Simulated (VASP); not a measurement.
The system is CrO2.

```xyz
6
Lattice="4.4210 0.0000 0.0000 0.0000 4.4210 0.0000 0.0000 0.0000 2.9170" Properties=species:S:1:pos:R:3 pbc="T T T"
Cr    0.0000    0.0000    0.0000
Cr    2.2105    2.2105    1.4585
O     1.3307    1.3307    0.0000
O     0.8798    3.5412    1.4585
O     3.0903    3.0903    0.0000
O     3.5412    0.8798    1.4585
```

| Item | Value |
| --- | --- |
| Program | VASP 6.6.1 |
| Task | relaxation of cell and atoms |
| Functional | PBE |
| Potentials or basis | VASP PAW PBE potentials, release 64 (Cr_pv, O) |
| Cutoff | 600 eV |
| k mesh | 4 × 4 × 6 |
| Occupations | gaussian, width 0.05 eV |
| Spin | collinear spin, ferromagnetic start |
| Starting moments | [2.0, 2.0, 0.0, 0.0, 0.0, 0.0] μB |

At the start: pressure 2.7 GPa; volume 9.50 Å³/atom.

**Question.** Where does the relaxation end?

**Answer.** Over 5 steps the energy falls by 2.7 meV/atom and the volume is 9.64 Å³/atom (+1.4 %); space group P4_2/mnm (No. 136, to 0.1 Å) before and after; moment 4.00 μB per cell.

The path:
| step | energy change (eV) | largest force (eV/Å) | pressure (GPa) | volume (Å³) |
| --- | --- | --- | --- | --- |
| 1 | 0.0000 | 0.2713 | 2.73 | 57.01 |
| 2 | -0.0113 | 0.0885 | -2.32 | 58.36 |
| 3 | -0.0135 | 0.1369 | -0.92 | 57.97 |
| 4 | -0.0158 | 0.0368 | 0.35 | 57.77 |
| 5 | -0.0160 | 0.0025 | -0.01 | 57.81 |

Final structure:
```
CELL_PARAMETERS angstrom
4.44764 0.00000 0.00000
0.00000 4.44764 0.00000
0.00000 0.00000 2.92259
ATOMIC_POSITIONS crystal
Cr 0.00000 0.00000 0.00000
Cr 0.50000 0.50000 0.50000
O 0.30356 0.30356 0.00000
O 0.19645 0.80355 0.50000
O 0.69644 0.69644 0.00000
O 0.80355 0.19645 0.50000
```

Caveat: only a ferromagnetic start was run, and an antiferromagnetic order may lie lower in energy.
